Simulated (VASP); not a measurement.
A run of VASP 6.6.1:

File INCAR:

```
ALGO = Normal
EDIFF = 1E-7
EDIFFG = -0.04
ENCUT = 600
GGA = PE
IBRION = 2
ISIF = 3
ISMEAR = 0
LASPH = T
LCHARG = F
LREAL = F
LWAVE = F
NELM = 80
NSW = 90
PREC = Accurate
SIGMA = 0.1
```

File KPOINTS:

```
k-points
0
Gamma
  4 4 4
```

POSCAR

```
La2SiF2
1.0
    4.4404512000      0.0000000000      0.0000000000
    0.0000000000      4.4404512000      0.0000000000
    0.0000000000      0.0000000000      5.8523376100
La Si F
2 1 2
Direct
    0.5000000000      0.0000000000      0.5371660400
    0.0000000000      0.5000000000      0.5371660400
    0.0000000000      0.0000000000      0.2577901700
    0.5000000000      0.0000000000      0.0907440700
    0.0000000000      0.5000000000      0.0907440700
```

Potentials or basis: VASP PAW PBE potentials, release 64 (La, Si, F).

The run is started by

```console
$ cat potpaw_PBE.64/La/POTCAR potpaw_PBE.64/Si/POTCAR potpaw_PBE.64/F/POTCAR > POTCAR
$ mpirun -np 1 vasp_std > vasp.out
```

Hardware: 1 thread of Intel Xeon 6975P-C, on a shared host.

**Question.** How long does it take, and how much memory?

**Answer.** Run time: 24 min on 1 thread of Intel Xeon 6975P-C (shared host), peak memory 0.31 GiB. Counts: scf iterations 284, k points 18, ion steps 24.
